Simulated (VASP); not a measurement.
# Ir3O in VASP: single point with PBE

Aim: the single point of Ir3O with PBE.

All numbers are computed with VASP 6.6.1; they aren't measurements. Logs are shortened: lines on timing, memory, paths and dates and some standing lists are left out, and cuts for length are marked.

### Step 1. The cell of the first run

The cell holds a slab with vacuum, 4 atoms: a = 2.737 Å, b = 2.737 Å, c = 19.188 Å, α = 90.00°, β = 90.00°, γ = 90.00°.

### Step 2. Single point, PBE

INCAR

```
SYSTEM = Ir3O
PREC = Accurate ; ENCUT = 520
EDIFF = 1E-6 ; ISMEAR = 0
SIGMA = 0.1 ; LREAL = .False.
LASPH = .True. ; NELM = 100
ALGO = Normal ; ISIF = 2
LWAVE = .False. ; LCHARG = .False.
LDIPOL = .True. ; IDIPOL = 3
DIPOL = 0.5 0.5 0.347 ; GGA = PE
NBANDS = 24
```

KPOINTS

```
regular mesh
0
Gamma
  10 10 1
  0 0 0
```

POSCAR

```
Ir3O
1.0
    2.7367600872      0.0000000000      0.0000000000
    0.0000000000      2.7367600872      0.0000000000
    0.0000000000      0.0000000000     19.1883373425
Ir O
3 1
Direct
    0.5000000000      0.5000000000      0.2084599582
    0.0000000000      0.0000000000      0.3045662601
    0.5000000000      0.5000000000      0.4006776202
    0.5000000000      1.0000000000      0.4723566945
```

Potentials or basis: VASP PAW PBE potentials, release 64 (Ir, O).

Run with:

```sh
cat potpaw_PBE.64/Ir/POTCAR potpaw_PBE.64/O/POTCAR > POTCAR
mpirun -np 1 vasp_std > vasp.out
```

OUTCAR:

```text
SYSTEM = Ir3O
   PREC = Accurate
   ENCUT = 520
   EDIFF = 1E-6
   ISMEAR = 0
   LREAL = .False.
   LASPH = .True.
   NELM = 100
   ISIF = 2
   GGA = PE

 ion  position               nearest neighbor table
   1  0.500  0.500  0.208-   2 2.67   2 2.67   2 2.67   2 2.67
   2  0.000  0.000  0.305-   1 2.67   1 2.67   1 2.67   1 2.67   3 2.67   3 2.67   3 2.67   3 2.67

   3  0.500  0.500  0.401-   4 1.94   4 1.94   2 2.67   2 2.67   2 2.67   2 2.67
   4  0.500  0.000  0.472-   3 1.94   3 1.94

  LATTYP: Found a simple tetragonal cell.
 ALAT       =     2.7367600872
 C/A-ratio  =     7.0113333764

  Lattice vectors:

 A1 = (   2.7367600872,   0.0000000000,   0.0000000000)
 A2 = (   0.0000000000,   2.7367600872,   0.0000000000)
 A3 = (   0.0000000000,   0.0000000000,  19.1883373425)

Analysis of symmetry for initial positions (statically):
=====================================================================
 Subroutine PRICEL returns:
 Original cell was already a primitive cell.

 Routine SETGRP: Setting up the symmetry group for a
 simple tetragonal supercell.

 Subroutine GETGRP returns: Found  4 space group operations
 (whereof  4 operations were pure point group operations)
 out of a pool of 16 trial point group operations.

The static configuration has the point symmetry C_2v.

Analysis of symmetry for dynamics (positions and initial velocities):
=====================================================================
 Subroutine PRICEL returns:
 Original cell was already a primitive cell.

 Routine SETGRP: Setting up the symmetry group for a
 simple tetragonal supercell.

 Subroutine GETGRP returns: Found  4 space group operations
 (whereof  4 operations were pure point group operations)
 out of a pool of 16 trial point group operations.

The dynamic configuration has the point symmetry C_2v.

 Subroutine INISYM returns: Found  4 space group operations
 (whereof  4 operations are pure point group operations),
 and found     1 'primitive' translations

----------------------------------------------------------------------------------------

                                     Primitive cell

  volume of cell :     143.7179

  direct lattice vectors                    reciprocal lattice vectors
     2.736760087  0.000000000  0.000000000     0.365395566  0.000000000  0.000000000
     0.000000000  2.736760087  0.000000000     0.000000000  0.365395566  0.000000000
     0.000000000  0.000000000 19.188337342     0.000000000  0.000000000  0.052114990

  length of vectors
     2.736760087  2.736760087 19.188337342     0.365395566  0.365395566  0.052114990

  position of ions in fractional coordinates (direct lattice)
     0.500000000  0.500000000  0.208459958
     0.000000000  0.000000000  0.304566260
     0.500000000  0.500000000  0.400677620
     0.500000000  0.000000000  0.472356695

  ion indices of the primitive-cell ions
   primitive index   ion index
                 1           1
                 2           2
                 3           3
                 4           4

----------------------------------------------------------------------------------------

 KPOINTS: regular mesh

Automatic generation of k-mesh.
 Grid dimensions read from file:
 generate k-points for:   10   10    1

 Generating k-lattice:

  Cartesian coordinates                     Fractional coordinates (reciprocal lattice)
     0.036539557  0.000000000  0.000000000     0.100000000  0.000000000  0.000000000
     0.000000000  0.036539557  0.000000000     0.000000000  0.100000000  0.000000000
     0.000000000  0.000000000  0.052114990     0.000000000  0.000000000  1.000000000

  Length of vectors
     0.036539557  0.036539557  0.052114990

  Shift w.r.t. Gamma in fractional coordinates (k-lattice)
     0.000000000  0.000000000  0.000000000

 Subroutine IBZKPT returns following result:
 ===========================================

 Found     36 irreducible k-points:

 Following reciprocal coordinates:
            Coordinates               Weight
  0.000000  0.000000  0.000000      1.000000
  0.100000  0.000000  0.000000      2.000000
  0.000000  0.100000  0.000000      2.000000
  0.200000  0.000000  0.000000      2.000000
  0.000000  0.200000  0.000000      2.000000
  0.300000  0.000000  0.000000      2.000000
[... 16 lines left out ...]
 -0.200000  0.300000  0.000000      4.000000
  0.400000  0.200000  0.000000      4.000000
 [... further k-points ...]
   k-points           NKPTS =     36   k-points in BZ     NKDIM =     36   number of bands    NBANDS=     24
   number of dos      NEDOS =    301   number of ions     NIONS =      4
   total plane-waves  NPLWV =  57600
   dimension x,y,z NGX =    20 NGY =   20 NGZ =  144
   dimension x,y,z NGXF=    40 NGYF=   40 NGZF=  288
   ions per type =               3   1
   NGX,Y,Z   is equivalent  to a cutoff of  12.15, 12.15, 12.48 a.u.
   NGXF,Y,Z  is equivalent  to a cutoff of  24.30, 24.30, 24.95 a.u.
 SYSTEM =  Ir3O
   PREC   = accura    normal or accurate (medium, high low for compatibility)
   ISTART =      0    job   : 0-new  1-cont  2-samecut
   ICHARG =      2    charge: 1-file 2-atom 10-const
   ISPIN  =      1    spin polarized calculation?
   LNONCOLLINEAR =      F non collinear calculations
   LSORBIT =      F    spin-orbit coupling
   LASPH  =      T    aspherical Exc in radial PAW
   ENCUT  =  520.0 eV  38.22 Ry    6.18 a.u.   5.09  5.09 35.68*2*pi/ulx,y,z
   NELM   =    100;   NELMIN=  2; NELMDL= -5     # of ELM steps
   EDIFF  = 0.1E-05   stopping-criterion for ELM
   LREAL  =      F    real-space projection
[... 7 lines left out ...]
   TEBEG  =    0.0;   TEEND  =   0.0 temperature during run
   PSTRESS=    0.0 pullay stress
   NELECT =      33.0000    total number of electrons
   NUPDOWN=      -1.0000    fix difference up-down
   EMIN   =  10.00;   EMAX   =-10.00  energy-range for DOS
   EFERMI =   0.00;   METHOD = LEGACY
   ISMEAR =     0;   SIGMA  =   0.10  broadening in eV -4-tet -1-fermi 0-gaus
   EFERMI_NEDOS =   21; number of points for ismear=-14 and -15
   IALGO  =     38    algorithm
   IMIX   =      4    mixing-type and parameters
     AMIX     =   0.40;   BMIX     =  1.00
     AMIX_MAG =   1.60;   BMIX_MAG =  1.00
  volume/ion in A,a.u.               =      35.93       242.46
  Fermi-wavevector in a.u.,A,eV,Ry     =   1.002480  1.894413 13.673405  1.004967
  Thomas-Fermi vector in A             =   2.134970
   LORBIT       =      0    0 simple, 1 ext, 2 COOP (PROOUT), +10 PAW based schemes
   GGA     = PE    functional components
   LHFCALC =     F    Hartree Fock is set to
   AEXX    =    0.0000 exact exchange contribution
   IVDW    =     0    specifies the selected vdW correction
   LEPSILON=     F    determine dielectric tensor
   LRPA    =     F    only Hartree local field effects (RPA)
 non-spin polarized calculation
 Gauss-broadening in eV      SIGMA  =   0.10
  energy-cutoff  :      520.00
  volume of cell :      143.72
 maximum number of plane-waves:      3910
   NGX = 11   NGY = 11   NGZ = 71

 dipolmoment           0.000000      0.000000     -0.038646 electrons x Angstroem

 number of electron      32.9999992 magnetization

 dipolmoment           0.000000      0.000000      0.077677 electrons x Angstroem

 Free energy of the ion-electron system (eV)
  ---------------------------------------------------
  ext. energy  EPLUGINS =         0.00000000
  ---------------------------------------------------
  free energy    TOTEN  =       -30.25947951 eV

  energy without entropy =      -30.23672045  energy(sigma->0) =      -30.24809998

 E-fermi :  -1.0063     XC(G=0):  -5.6197

 val. band max:       -1.0100019475   @ k =   0.0000   0.3000   0.0000
 cond. band min:      -0.9939553772   @ k =   0.0000   0.0000   0.0000
 fundamental gap:      0.0160465703
 Fermi energy:        -1.0062576002

 k-point     1 :       0.0000    0.0000    0.0000
  band No.  band energies     occupation
      1     -20.2290      2.00000
      2     -10.8749      2.00000
      3      -8.9224      2.00000
      4      -8.1332      2.00000
      5      -7.9679      2.00000
      6      -6.8279      2.00000
[... 16 lines left out ...]
     23       4.4504      0.00000
     24       5.2170      0.00000

 k-point     2 :       0.1000    0.0000    0.0000
  band No.  band energies     occupation
      1     -20.1822      2.00000
      2     -10.6216      2.00000
      3      -8.8326      2.00000
      4      -7.8490      2.00000
      5      -7.7913      2.00000
      6      -6.7886      2.00000
[... 16 lines left out ...]
     23       4.6646      0.00000
     24       5.5777      0.00000

 k-point     3 :       0.0000    0.1000    0.0000
  band No.  band energies     occupation
      1     -20.1800      2.00000
      2     -10.6591      2.00000
      3      -8.6277      2.00000
      4      -8.0425      2.00000
      5      -7.7639      2.00000
      6      -7.0065      2.00000
[... 16 lines left out ...]
     23       4.6739      0.00000
     24       5.6472      0.00000
[... 514 lines left out ...]
 k-point    23 :      -0.2000    0.3000    0.0000
  band No.  band energies     occupation
      1     -19.7818      2.00000
      2      -8.8063      2.00000
      3      -7.2878      2.00000
      4      -7.0749      2.00000
      5      -6.6341      2.00000
      6      -6.1593      2.00000
[... 16 lines left out ...]
     23       6.8910      0.00000
     24       7.7456      0.00000

 k-point    24 :       0.4000    0.2000    0.0000
  band No.  band energies     occupation
      1     -19.6245      2.00000
      2      -8.1352      2.00000
      3      -7.7570      2.00000
      4      -7.2886      2.00000
      5      -7.1159      2.00000
      6      -6.6272      2.00000
[... 16 lines left out ...]
     23       5.4320      0.00000
     24       7.6755      0.00000

 [... further k-points ...]

------------------------ aborting loop because EDIFF is reached ----------------------------------------

 vacuum level on the upper side and lower side of the slab       (xc-potential included)         0.902        -0.923

  FORCE on cell =-STRESS in cart. coord.  units (eV):
  Direction    XX          YY          ZZ          XY          YZ          ZX
  --------------------------------------------------------------------------------------
  -------------------------------------------------------------------------------------
  Total        0.8039516      0.0361343      3.7577165      0.0000000      0.0000000      0.0000000
  in kB        8.9625102      0.4028275     41.8912956      0.0000000      0.0000000      0.0000000
  external PRESSURE =      17.0855444 kB  Pullay stress =       0.0000000 kB

 VOLUME and BASIS-vectors are now :
 -----------------------------------------------------------------------------
  energy-cutoff  :      520.00
  volume of cell :      143.72
      direct lattice vectors                 reciprocal lattice vectors
     2.736760087  0.000000000  0.000000000     0.365395566  0.000000000  0.000000000
     0.000000000  2.736760087  0.000000000     0.000000000  0.365395566  0.000000000
     0.000000000  0.000000000 19.188337342     0.000000000  0.000000000  0.052114990

 POSITION                                       TOTAL-FORCE (eV/Angst)
 -----------------------------------------------------------------------------------
      1.36838      1.36838      4.00000         0.000000      0.000000     -0.367464
      0.00000      0.00000      5.84412         0.000000      0.000000     -1.115371
      1.36838      1.36838      7.68834         0.000000      0.000000      1.198406
      1.36838      0.00000      9.06374         0.000000      0.000000      0.284430
 -----------------------------------------------------------------------------------
    total drift:                                0.000000      0.000000     -0.000306

  FREE ENERGIE OF THE ION-ELECTRON SYSTEM (eV)
  ---------------------------------------------------
  free  energy   TOTEN  =       -30.2594795065 eV

  energy  without entropy=      -30.2367204483  energy(sigma->0) =      -30.24809998

 vacuum level on the upper side and lower side of the slab         6.370         4.493
```

It took 5.3 min on 1 thread of Intel Xeon 8259CL, shared host; peak memory 0.3 GiB.

Results:

```
Free energy            : -30.2595 eV
Largest force          : 1.198 eV/Å
Band gap on the k mesh : zero (an odd number of electrons rules out a gap without spin polarisation)
```

Forces on the atoms (eV/Å):
```
Ir   0.000  0.000 -0.367
Ir   0.000  0.000 -1.115
Ir   0.000  0.000  1.198
O    0.000  0.000  0.284
```

Caveat: spin-orbit coupling is left out, which moves the levels of the heavy elements; an odd number of electrons without spin polarisation forces a metal; a magnetic or distorted state may lie lower.
